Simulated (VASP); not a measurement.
A run of VASP 6.6.1:

File INCAR:

```
SYSTEM = InSe
PREC = Accurate
ENCUT = 520
EDIFF = 1E-6
ISMEAR = 0
SIGMA = 0.05
LREAL = .False.
LASPH = .True.
NELM = 60
ALGO = Normal
ISIF = 2
LWAVE = .False.
LCHARG = .False.
LDIPOL = .True.
IDIPOL = 3
DIPOL = 0.5 0.5 0.415
GGA = PE
IVDW = 12
NBANDS = 48
```

File KPOINTS:

```
regular mesh
0
Gamma
  9 9 1
  0 0 0
```

POSCAR

```
InSe
1.0
    4.0266103962      0.0000000000      0.0000000000
   -2.0133051981      3.4871468942      0.0000000000
    0.0000000000      0.0000000000     28.2707105020
Se In
4 4
Direct
    0.0000000000      0.0000000000      0.1591753415
    0.0000000000      0.0000000000      0.3496677330
    0.0000000000      0.2222222222      0.4808989590
    0.0000000000      0.2222222222      0.6713913504
    0.6666666667      0.3333333333      0.2049979890
    0.6666666667      0.3333333333      0.3038451602
   -0.6666666667     -0.1111111111      0.5267216065
   -0.6666666667     -0.1111111111      0.6255687776
```

Potentials or basis: VASP PAW PBE potentials, release 64 (Se, In_d).

The run is started by

```sh
$ cat potpaw_PBE.64/Se/POTCAR potpaw_PBE.64/In_d/POTCAR > POTCAR
$ mpirun -np 1 vasp_std > vasp.out
```

Hardware: 1 thread of Oxide Virtual Turin-like Processor, on a shared host.

Q: How long does it take, and how much memory?

A: Wall time 25 min on 1 thread of Oxide Virtual Turin-like Processor, on a shared host, peak memory 0.79 GiB. Counts: scf iterations 23, k points 41.
